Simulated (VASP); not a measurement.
Write the native input for VASP 6.6.1 that does the following.

```yaml
Task: single point
Functional: PBE
Potentials_or_basis: VASP PAW PBE potentials, release 64 (Mg)
Cutoff: 520 eV
k_mesh: 8 × 8 × 4
Occupations: gaussian, width 0.05 eV
Spin: no spin polarisation
Dipole_correction: no
Further_INCAR_settings: ALGO = Normal; EDIFF = 1e-06; NBANDS = 9
```

The structure of Mg lies in POSCAR:

```
Mg
1.0
    3.1852407056      0.0000000000      0.0000000000
   -1.5926203528      2.7584993682      0.0000000000
    0.0000000000      0.0000000000      5.2309805948
Mg
2
Direct
    0.3333333333      0.6666666667      0.7500000000
    0.6666666667      0.3333333333      0.2500000000
```

These files were run (other wordings do the same):

INCAR

```
SYSTEM = Mg
ALGO = Normal
EDIFF = 1E-6
ENCUT = 520
GGA = PE
ISIF = 2
ISMEAR = 0
LASPH = .True.
LCHARG = .False.
LREAL = .False.
LWAVE = .False.
NBANDS = 9
NELM = 80
PREC = Accurate
SIGMA = 0.05
```

KPOINTS

```
k-points
0
Gamma
  8 8 4
  0 0 0
```

Potentials or basis: VASP PAW PBE potentials, release 64 (Mg).

The run is started by

```sh
$ cat potpaw_PBE.64/Mg/POTCAR > POTCAR
$ mpirun -np 1 vasp_std > vasp.out
```

Results of the run:

```
Pressure               : -0.2 GPa
Band gap on the k mesh : zero (band 2 reaches 3.65 eV, above the bottom of band 3 at 1.28 eV)
```

Run time: 16 s on 1 thread of AMD EPYC 7R13 (shared host), peak memory 0.13 GiB.
